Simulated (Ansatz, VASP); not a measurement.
## One calculation of LiF, two programs

The input INCAR:

```
SYSTEM = LiF
PREC     = Accurate       ! precision mode
ENCUT    = 520            ! plane-wave cutoff, eV
EDIFF    = 1E-6           ! SCF threshold, eV
ISMEAR   = 0              ! smearing method
SIGMA    = 0.05           ! smearing width, eV
LREAL    = .False.        ! projectors in reciprocal space
LASPH    = .True.         ! aspherical terms in the spheres
NELM     = 60             ! most SCF steps
ALGO     = Normal         ! electronic algorithm
ISIF     = 2              ! what is computed and relaxed
LWAVE    = .False.        ! write WAVECAR
LCHARG   = .True.         ! write CHGCAR
GGA      = PE             ! functional
LELF     = .True.         ! ELF
LVHAR    = .True.       
NBANDS   = 12             ! bands
```

KPOINTS

```
regular mesh
0
Gamma
  10 10 10
  0 0 0
```

POSCAR

```
LiF
1.0
    0.0000000000      1.9133000000      2.0643500000
    1.9133000000      0.0000000000      2.0643500000
    1.9133000000      1.9133000000      0.0000000000
Li F
1 1
Direct
    0.0000000000      0.0000000000      0.0000000000
    0.5000000000      0.5000000000      0.5000000000
```

Input for Ansatz:

```yaml
crystal:
  lattice:
    - [0.0, 1.9133, 2.06435]
    - [1.9133, 0.0, 2.06435]
    - [1.9133, 1.9133, 0.0]
  atoms:
    - { symbol: Li, position: [0.0, 0.0, 0.0] }
    - { symbol: F, position: [0.5, 0.5, 0.5] }
basis:
  ecutwfc: 420
kpoints:
  mp_grid: { grid: [10, 10, 10] }
hamiltonian:
  xc: pbe
scf:
  occupations: { method: gaussian, width: 0.05 }
output:
  forces: true
  stress: true
  eigenvalues: true
```

Change from the starting cell: strain -0.050 along x and y, +0.025 along z, atoms carried along.

Alike in both runs: task single point; functional PBE; k mesh 10 × 10 × 10; occupations gaussian, width 0.05 eV; no spin polarisation.

|  | VASP | Ansatz |
| --- | --- | --- |
| version | VASP 6.6.1 | Ansatz 0.2.0 |
| potentials or method | VASP PAW PBE potentials, release 64 (Li_sv, F), cutoff 520 eV | scalar-relativistic, plane waves, PAW |
| valence electrons in the cell | 10 | 10 |

```csv
,VASP,Ansatz,Ansatz less VASP
gap on the k mesh at the Fermi level (eV),9.70,9.70,-0.002
least direct gap on the mesh (eV),9.70,9.70,-0.002
```

With one functional, cell and mesh, what is left measures potentials, basis and numerics.

Noted on VASP's run: the cutoff is short for stress, so the pressure is rough.
